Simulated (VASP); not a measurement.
Wanted: the native input for a VASP 6.6.1 run.

```
Task                   : single point
Functional             : PBEsol
Potentials or basis    : VASP PAW PBE potentials, release 64 (Sn_d)
Cutoff                 : 520 eV
k mesh                 : 12 × 12 × 8
Occupations            : gaussian, width 0.1 eV
Spin                   : no spin polarisation
Dipole correction      : no
Further INCAR settings : ALGO = Fast; EDIFF = 1e-06; NBANDS = 36
```

The structure of Sn lies in POSCAR:

```
Sn
1.0
    3.3684622545      3.3684622545      0.0000000000
   -3.3684622545      3.3684622545      0.0000000000
    0.0000000000      0.0000000000      6.7369245090
Sn
4
Direct
    0.0000000000      0.0000000000      0.5000000000
    0.0000000000      0.5000000000      0.2500000000
    0.5000000000      0.5000000000      0.0000000000
    0.5000000000      0.0000000000      0.7500000000
```

This isn't the form of Sn at room conditions, which is tetragonal (white tin).

This cell differs from its parent crystal: equal strain along all axes, cell held: +3.0 %.

One way to write it, as run:

INCAR

```
SYSTEM = Sn
ALGO = Fast ; EDIFF = 1E-6
ENCUT = 520 ; GGA = PS
ISIF = 2 ; ISMEAR = 0
LASPH = .TRUE. ; LCHARG = .FALSE.
LREAL = .FALSE. ; LWAVE = .FALSE.
NBANDS = 36 ; NELM = 60
PREC = Accurate ; SIGMA = 0.1
```

KPOINTS

```
k-points
0
G
  12 12 8
  0 0 0
```

Potentials or basis: VASP PAW PBE potentials, release 64 (Sn_d).

Run with:

```bash
$ cat potpaw_PBE.64/Sn_d/POTCAR > POTCAR
$ mpirun -np 1 vasp_std > vasp.out
```

Results of the run:

```json
{
 "Pressure": "-3.1 GPa",
 "Band gap on the k mesh": "zero (bands 28 and 29 overlap by 0.35 eV)"
}
```

Caveat: the cell differs from its parent crystal (equal strain along all axes, cell held: +3.0 %); the cell stands under tension; the PAW data sets were made with another functional, which shifts forces and pressure a little; spin-orbit coupling is left out, which moves the levels of the heavy elements.

Wall time 4.3 min on 1 thread of Intel(R) Xeon(R) 6975P-C (Granite Rapids), with other jobs on the host, peak memory 0.62 GiB.
